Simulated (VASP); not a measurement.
Runs of VASP 6.6.1 on Si. The structure is that of space group P6/mmm (No. 191), or close to it. The cells are those of the table. 

| cell | gap on the mesh (eV) | pressure (GPa) |
| --- | --- | --- |
| a = 2.475, b = 2.475, c = 2.325 Å, angles 90.0, 90.0, 120.0°, 1 atom | none | 31.0 |
| a = 2.527, b = 2.527, c = 2.373 Å, angles 90.0, 90.0, 120.0°, 1 atom | none | (a) |
| a = 2.501, b = 2.501, c = 2.349 Å, angles 90.0, 90.0, 120.0°, 1 atom | none | 23.9 |
| a = 2.552, b = 2.552, c = 2.396 Å, angles 90.0, 90.0, 120.0°, 1 atom | none | (b) |
| a = 2.577, b = 2.577, c = 2.420 Å, angles 90.0, 90.0, 120.0°, 1 atom | none | 8.1 |

Alike in all rows: task single point; level PBEsol; potentials or basis VASP PAW PBE potentials, release 64 (Si); no spin polarisation; k mesh 13 × 13 × 12; cutoff (eV) 520; smearing fermi-dirac 0.1 eV.

Task: Fill in the values left out.

Result: (a) 17.8; (b) 12.6.

Caveats: the PAW data sets were made with another functional, which shifts forces and pressure a little.

A gap of «none» marks levels without a gap at the run's occupations.
